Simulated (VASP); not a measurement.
**La3YO2: single point with PBE**

La3YO2:

```
La Y O
1.0
     5.29868    0.00000    0.00000
     0.00000    5.29868    0.00000
     0.00000    0.00000    4.85715
La Y O
3 1 2
Direct
  0.50000 0.50000 0.00000
  0.00000 0.50000 0.50000
  0.50000 0.00000 0.50000
  0.00000 0.00000 0.00000
  0.50000 0.50000 0.50000
  0.00000 0.00000 0.50000
```

| Property | Result |
| --- | --- |
| Program | VASP 6.6.1 |
| Task | single point |
| Functional | PBE |
| Potentials or basis | VASP PAW PBE potentials, release 64 (La, Y_sv, O) |
| Cutoff | 520 eV |
| k mesh | 3 × 3 × 4 |
| Occupations | gaussian, width 0.2 eV |
| Spin | no spin polarisation |

```json
{"Pressure": "0.0 GPa", "Band gap on the k mesh": "zero (band 28 reaches 8.76 eV, above the bottom of band 29 at 6.71 eV)"}
```

Stress tensor (GPa, compression positive):
```
 0.13  0.00  0.00
 0.00  0.13  0.00
 0.00  0.00 -0.20
```

Levels at points of the mesh, in eV from the Fermi level:
| k point | band 24 | band 25 | band 26 | band 27 | band 28 | band 29 | band 30 | band 31 | band 32 | band 33 |
| --- | --- | --- | --- | --- | --- | --- | --- | --- | --- | --- |
| (0.00, 0.00, 0.00) | -3.37 | -3.18 | -1.90 | -1.75 | -1.45 | -1.45 | 1.22 | 1.22 | 1.58 | 1.81 |
| (0.00, 0.00, 0.50) | -3.98 | -1.57 | -0.75 | -0.40 | -0.31 | 0.02 | 0.02 | 1.26 | 1.26 | 1.41 |

Run time: 39 s on 1 thread of Intel(R) Xeon(R) 6975P-C (Granite Rapids) (shared host), peak memory 0.25 GiB.

Caveat: the k points lie up to 0.40 Å⁻¹ apart; spin-orbit coupling is left out, which moves the levels of the heavy elements.
